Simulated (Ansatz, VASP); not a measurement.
**One calculation of In2GeS2, two programs**

```xyz
5
Lattice="4.2952 0.0000 0.0000 -2.1476 3.7197 0.0000 0.0000 0.0000 8.4850" Properties=species:S:1:pos:R:3 pbc="T T T"
In    2.1476    1.2399    1.6862
In    2.1476    1.2399    6.7988
Ge    0.0000    0.0000    4.2425
S     0.0000    0.0000    0.0000
S     0.0000    2.4798    4.2425
```

Change from the starting cell: species swapped into the Eu2ZnSb2 type (P-6m2, No. 187).

Alike in both runs: functional PBE; k mesh 12 × 12 × 6; occupations gaussian, width 0.1 eV; no spin polarisation.

Ansatz relaxed the structure, and its values are those at the end. VASP's run is a single point on that final structure, the one shown.

```csv
,VASP,Ansatz
version,VASP 6.6.1,Ansatz 0.2.0
potentials or method,"VASP PAW PBE potentials, release 64 (In_d, Ge_d, S), cutoff 520 eV","scalar-relativistic, plane waves, PAW"
valence electrons in the cell,52,52
```

|  | VASP | Ansatz | Ansatz less VASP |
| --- | --- | --- | --- |
| gap on the k mesh at the Fermi level (eV) | none | none | - |
| pressure (GPa) | 0.0 | 0.0 | +0.03 |

A gap of «none» marks a metal or a gap that the smearing closes.
